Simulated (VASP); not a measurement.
# Al2Cd (I4/mmm) in VASP: single point with PBE

Aim: the single point of Al2Cd with PBE.

Program: VASP 6.6.1. These are calculated values, not measurements. Logs are shortened: lines on timing, memory, paths and dates and some standing lists are left out, and cuts for length are marked.

### Step 1. The cell of the first run

Symmetry: I4/mmm, No. 139, tetragonal system. Conventional cell: a = 3.446 Å, b = 3.446 Å, c = 12.262 Å, α = 90.00°, β = 90.00°, γ = 90.00°. Within 4.3 Å of Cd (site symmetry 4/mmm) lie 10 Al at 3.24 to 3.99 Å and 4 Cd at 3.45 Å. Within 4.0 Å of Al (site symmetry 4mm) lie 8 Al at 3.06 to 3.45 Å and 5 Cd at 3.24 to 3.99 Å.

### Step 2. Single point, PBE, non-collinear spin, zero start, spin-orbit coupling

INCAR

```
  ALGO = Normal
  EDIFF = 1E-7
  ENCUT = 520
  GGA = PE
  GGA_COMPAT = F
  ISIF = 2
  ISMEAR = -1
  LASPH = T
  LCHARG = F
  LORBIT = 11
  LORBMOM = T
  LREAL = F
  LSORBIT = T
  LWAVE = F
  MAGMOM = 0 0 0 0 0 0 0 0 0
  NBANDS = 31
  NELM = 150
  PREC = Accurate
  SIGMA = 0.1
```

KPOINTS

```
k-points
0
Gamma
  5 5 5
```

POSCAR

```
Al2Cd
1.0
    0.0000000000      3.4463880000      0.0000000000
    3.4463880000      0.0000000000      0.0000000000
    1.7231940000      1.7231940000     -6.1312150000
Cd Al
1 2
Direct
    0.0000000000      0.0000000000      0.0000000000
    0.3255697546      0.3255697546      0.3488604909
    0.6744302454      0.6744302454      0.6511395091
```

Potentials or basis: VASP PAW PBE potentials, release 64 (Cd, Al).

Started as:

```bash
$ cat potpaw_PBE.64/Cd/POTCAR potpaw_PBE.64/Al/POTCAR > POTCAR
$ mpirun -np 1 vasp_ncl > vasp.out
```

OUTCAR:

```text
EDIFF = 1E-7
   ENCUT = 520
   GGA = PE
   ISIF = 2
   ISMEAR = -1
   LASPH = T
   LORBIT = 11
   LREAL = F
   LSORBIT = T
   NELM = 150
   PREC = Accurate

 ion  position               nearest neighbor table
   1  0.000  0.000  0.000-   3 3.24   2 3.24   3 3.24   2 3.24   2 3.24   3 3.24   3 3.24   2 3.24

   2  0.326  0.326  0.349-   3 3.06   3 3.06   3 3.06   3 3.06   1 3.24   1 3.24   1 3.24   1 3.24

   3  0.674  0.674  0.651-   2 3.06   2 3.06   2 3.06   2 3.06   1 3.24   1 3.24   1 3.24   1 3.24

  LATTYP: Found a body centered tetragonal cell.
 ALAT       =     3.4463880000
 C/A-ratio  =     3.5580526627

  Lattice vectors:

 A1 = (  -1.7231940000,   1.7231940000,   6.1312150000)
 A2 = (   1.7231940000,  -1.7231940000,   6.1312150000)
 A3 = (   1.7231940000,   1.7231940000,  -6.1312150000)

Analysis of symmetry for initial positions (statically):
=====================================================================
 Subroutine PRICEL returns:
 Original cell was already a primitive cell.

 Routine SETGRP: Setting up the symmetry group for a
 body centered tetragonal supercell.

 Subroutine GETGRP returns: Found 16 space group operations
 (whereof 16 operations were pure point group operations)
 out of a pool of 16 trial point group operations.

The static configuration has the point symmetry D_4h.

Analysis of symmetry for dynamics (positions and initial velocities):
=====================================================================
 Subroutine PRICEL returns:
 Original cell was already a primitive cell.

 Routine SETGRP: Setting up the symmetry group for a
 body centered tetragonal supercell.

 Subroutine GETGRP returns: Found 16 space group operations
 (whereof 16 operations were pure point group operations)
 out of a pool of 16 trial point group operations.

The dynamic configuration has the point symmetry D_4h.

Analysis of structural, dynamic, and magnetic symmetry:
=====================================================================
 Subroutine PRICEL returns:
 Original cell was already a primitive cell.

 Routine SETGRP: Setting up the symmetry group for a
 body centered tetragonal supercell.

 Subroutine GETGRP returns: Found 16 space group operations
 (whereof 16 operations were pure point group operations)
 out of a pool of 16 trial point group operations.

The overall configuration has the point symmetry D_4h.

 Subroutine INISYM returns: Found 16 space group operations
 (whereof 16 operations are pure point group operations),
 and found     1 'primitive' translations

----------------------------------------------------------------------------------------

                                     Primitive cell

  volume of cell :      72.8241

  direct lattice vectors                    reciprocal lattice vectors
     0.000000000  3.446388000  0.000000000     0.000000000  0.290158856  0.081549905
     3.446388000  0.000000000  0.000000000     0.290158856  0.000000000  0.081549905
     1.723194000  1.723194000 -6.131215000     0.000000000  0.000000000 -0.163099810

  length of vectors
     3.446388000  3.446388000  6.597771783     0.301400977  0.301400977  0.163099810

  position of ions in fractional coordinates (direct lattice)
     0.000000000  0.000000000  0.000000000
     0.325569755  0.325569755  0.348860491
     0.674430245  0.674430245  0.651139509

  ion indices of the primitive-cell ions
   primitive index   ion index
                 1           1
                 2           2
                 3           3

----------------------------------------------------------------------------------------

 KPOINTS: k-points

Automatic generation of k-mesh.
 Grid dimensions read from file:
 generate k-points for:    5    5    5

 Generating k-lattice:

  Cartesian coordinates                     Fractional coordinates (reciprocal lattice)
     0.000000000  0.058031771  0.016309981     0.200000000  0.000000000  0.000000000
     0.058031771  0.000000000  0.016309981     0.000000000  0.200000000  0.000000000
     0.000000000  0.000000000 -0.032619962     0.000000000  0.000000000  0.200000000

  Length of vectors
     0.060280195  0.060280195  0.032619962

  Shift w.r.t. Gamma in fractional coordinates (k-lattice)
     0.000000000  0.000000000  0.000000000

 Subroutine IBZKPT returns following result:
 ===========================================

 Found     18 irreducible k-points:

 Following reciprocal coordinates:
            Coordinates               Weight
[... 38 lines left out ...]
   EDIFFG = 0.1E-05   stopping-criterion for IOM
   NSW    =      0    number of steps for IOM
   IBRION =     -1    ionic relax: 0-MD 1-quasi-New 2-CG
   NFREE  =      0    steps in history (QN), initial steepest desc. (CG)
   ISIF   =      2    stress and relaxation
   ISYM   =      2    0-nonsym 1-usesym 2-fastsym
   POTIM  = 0.5000    time-step for ionic-motion
   TEBEG  =    0.0;   TEEND  =   0.0 temperature during run
   PSTRESS=    0.0 pullay stress
   NELECT =      18.0000    total number of electrons
   NUPDOWN=      -1.0000    fix difference up-down
   EMIN   =  10.00;   EMAX   =-10.00  energy-range for DOS
   EFERMI =   0.00;   METHOD = LEGACY
   ISMEAR =    -1;   SIGMA  =   0.10  broadening in eV -4-tet -1-fermi 0-gaus
   EFERMI_NEDOS =   21; number of points for ismear=-14 and -15
   IALGO  =     38    algorithm
   IMIX   =      4    mixing-type and parameters
     AMIX     =   0.40;   BMIX     =  1.00
     AMIX_MAG =   1.60;   BMIX_MAG =  1.00
  volume/ion in A,a.u.               =      24.27       163.81
  Fermi-wavevector in a.u.,A,eV,Ry     =   1.027403  1.941510 14.361716  1.055556
  Thomas-Fermi vector in A             =   2.161346
   LORBIT       =     11    0 simple, 1 ext, 2 COOP (PROOUT), +10 PAW based schemes
   GGA     = PE    functional components
   LHFCALC =     F    Hartree Fock is set to
   AEXX    =    0.0000 exact exchange contribution
   IVDW    =     0    specifies the selected vdW correction
   LEPSILON=     F    determine dielectric tensor
   LRPA    =     F    only Hartree local field effects (RPA)
  energy-cutoff  :      520.00
  volume of cell :       72.82
 maximum number of plane-waves:      3956
 NGX is ok and might be reduce to    28
   NGX = 13   NGY = 13   NGZ = 25

 number of electron      18.0000000 magnetization       0.0000000      0.0000000      0.0000000

 number of electron      18.0000004 magnetization      -0.0000000      0.0000000      0.0000000

 number of electron      18.0000004 magnetization      -0.0000000      0.0000000     -0.0000000

 Free energy of the ion-electron system (eV)
  ---------------------------------------------------
  ext. energy  EPLUGINS =         0.00000000
  ---------------------------------------------------
  free energy    TOTEN  =        -7.28785320 eV

  energy without entropy =       -7.23807916  energy(sigma->0) =       -7.26296618

 E-fermi :   3.6627     XC(G=0):  -9.3828

 val. band max:        3.6372502868   @ k =  -0.2000  -0.2000   0.2000
 cond. band min:       3.6903025926   @ k =  -0.4000   0.4000   0.0000
 fundamental gap:      0.0530523058
 Fermi energy:         3.6627355578

 k-point     1 :       0.0000    0.0000    0.0000
  band No.  band energies     occupation
      1      -5.2573      1.00000
      2      -5.2573      1.00000
      3      -5.2140      1.00000
      4      -5.2140      1.00000
      5      -4.9005      1.00000
      6      -4.9005      1.00000
[... 583 lines left out ...]
     29      10.9337      0.00000
     30      10.9337      0.00000
 [bands above 30 left out]

------------------------ aborting loop because EDIFF is reached ----------------------------------------

  FORCE on cell =-STRESS in cart. coord.  units (eV):
  Direction    XX          YY          ZZ          XY          YZ          ZX
  --------------------------------------------------------------------------------------
  -------------------------------------------------------------------------------------
  Total       -3.7772298     -3.7772298     -2.4006515      0.0000000      0.0000000      0.0000000
  in kB      -83.1015473    -83.1015473    -52.8159162      0.0000000      0.0000000      0.0000000
  external PRESSURE =     -73.0063370 kB  Pullay stress =       0.0000000 kB

 VOLUME and BASIS-vectors are now :
 -----------------------------------------------------------------------------
  energy-cutoff  :      520.00
  volume of cell :       72.82
      direct lattice vectors                 reciprocal lattice vectors
     0.000000000  3.446388000  0.000000000     0.000000000  0.290158856  0.081549905
     3.446388000  0.000000000  0.000000000     0.290158856  0.000000000  0.081549905
     1.723194000  1.723194000 -6.131215000     0.000000000  0.000000000 -0.163099810

 POSITION                                       TOTAL-FORCE (eV/Angst)
 -----------------------------------------------------------------------------------
      0.00000      0.00000      0.00000        -0.000000     -0.000000      0.000000
      1.72319      1.72319     -2.13894        -0.000000     -0.000000     -0.025707
      3.44639      3.44639     -3.99228         0.000000      0.000000      0.025707
 -----------------------------------------------------------------------------------
    total drift:                               -0.000000     -0.000000     -0.000000

  FREE ENERGIE OF THE ION-ELECTRON SYSTEM (eV)
  ---------------------------------------------------
  free  energy   TOTEN  =        -7.2878531954 eV

  energy  without entropy=       -7.2380791568  energy(sigma->0) =       -7.26296618

 orbital moment (x)

 # of ion     p       d       tot
 ----------------------------------------
  1         0.000  -0.000  -0.000
  2         0.000   0.000   0.000
  3         0.000   0.000   0.000
 ----------------------------------------
            0.000  -0.000   0.000

 orbital moment (y)

 # of ion     p       d       tot
 ----------------------------------------
  1        -0.000  -0.000  -0.000
  2         0.000   0.000   0.000
  3         0.000   0.000   0.000
 ----------------------------------------
            0.000  -0.000   0.000

 orbital moment (z)

 # of ion     p       d       tot
 ----------------------------------------
  1         0.000   0.000   0.000
  2         0.000   0.000   0.000
  3         0.000   0.000   0.000
 ----------------------------------------
            0.000   0.000   0.000

 Spin-Orbit-Coupling matrix elements

 Ion:    1  E_soc:     -0.0559944
 l=   1
     0.0000000    -0.0021905    -0.0021318
    -0.0021905     0.0000000    -0.0021905
    -0.0021318    -0.0021905     0.0000000
 l=   2
     0.0000000    -0.0014601     0.0000000    -0.0014601    -0.0056959
    -0.0014601     0.0000000    -0.0042954    -0.0014467    -0.0014154
     0.0000000    -0.0042954     0.0000000    -0.0042954     0.0000000
    -0.0014601    -0.0014467    -0.0042954     0.0000000    -0.0014154
    -0.0056959    -0.0014154     0.0000000    -0.0014154     0.0000000
 l=   3
     0.0000000     0.0000000     0.0000000     0.0000000     0.0000000     0.0000000     0.0000000
     0.0000000     0.0000000     0.0000000     0.0000000     0.0000000     0.0000000     0.0000000
     0.0000000     0.0000000     0.0000000     0.0000000     0.0000000     0.0000000     0.0000000
     0.0000000     0.0000000     0.0000000     0.0000000     0.0000000     0.0000000     0.0000000
[... 29 lines left out ...]
 l=   2
     0.0000000     0.0000000     0.0000000     0.0000000     0.0000000
     0.0000000     0.0000000     0.0000000     0.0000000     0.0000000
     0.0000000     0.0000000     0.0000000     0.0000000     0.0000000
     0.0000000     0.0000000     0.0000000     0.0000000     0.0000000
     0.0000000     0.0000000     0.0000000     0.0000000     0.0000000
 l=   3
     0.0000000     0.0000000     0.0000000     0.0000000     0.0000000     0.0000000     0.0000000
     0.0000000     0.0000000     0.0000000     0.0000000     0.0000000     0.0000000     0.0000000
     0.0000000     0.0000000     0.0000000     0.0000000     0.0000000     0.0000000     0.0000000
     0.0000000     0.0000000     0.0000000     0.0000000     0.0000000     0.0000000     0.0000000
     0.0000000     0.0000000     0.0000000     0.0000000     0.0000000     0.0000000     0.0000000
     0.0000000     0.0000000     0.0000000     0.0000000     0.0000000     0.0000000     0.0000000
     0.0000000     0.0000000     0.0000000     0.0000000     0.0000000     0.0000000     0.0000000

 total charge

# of ion       s       p       d       tot
------------------------------------------
    1        0.550   0.216   9.491  10.257
    2        0.491   0.224   0.000   0.714
    3        0.491   0.224   0.000   0.714
--------------------------------------------------
tot          1.531   0.663   9.491  11.686

 magnetization (x)

# of ion       s       p       d       tot
------------------------------------------
    1        0.000  -0.000   0.000   0.000
    2        0.000   0.000   0.000   0.000
    3        0.000   0.000   0.000   0.000
--------------------------------------------------
tot          0.000  -0.000   0.000   0.000

 magnetization (y)

# of ion       s       p       d       tot
------------------------------------------
    1       -0.000   0.000   0.000  -0.000
    2        0.000   0.000   0.000   0.000
    3        0.000   0.000   0.000   0.000
--------------------------------------------------
tot         -0.000   0.000   0.000  -0.000

 magnetization (z)

# of ion       s       p       d       tot
------------------------------------------
    1       -0.000   0.000  -0.000  -0.000
    2        0.000   0.000   0.000   0.000
    3        0.000   0.000   0.000   0.000
--------------------------------------------------
tot         -0.000   0.000  -0.000  -0.000
```

Run time: 63 s. Hardware: 1 thread of Intel Xeon Platinum 8488C (Sapphire Rapids), shared host; peak memory 0.37 GiB.

What came out:

```yaml
Free_energy: -7.2879 eV
Pressure: -7.3 GPa
Largest_force: 0.026 eV/Å
Net_moment: 0.00 μB per cell
Valence_electrons_inside_the_program's_atomic_spheres: Cd 10.26; Al 0.71
```

Forces on the atoms (eV/Å):
```
Cd   0.000  0.000  0.000
Al   0.000  0.000 -0.026
Al   0.000  0.000  0.026
```

Stress tensor (GPa, compression positive):
```
-8.31  0.00  0.00
 0.00 -8.31  0.00
 0.00  0.00 -5.28
```

Moments on the atoms (μB; x, y, z):
```
Cd  0.00 0.00 0.00
Al  0.00 0.00 0.00
Al  0.00 0.00 0.00
```

Caveat: the k points lie up to 0.38 Å⁻¹ apart.
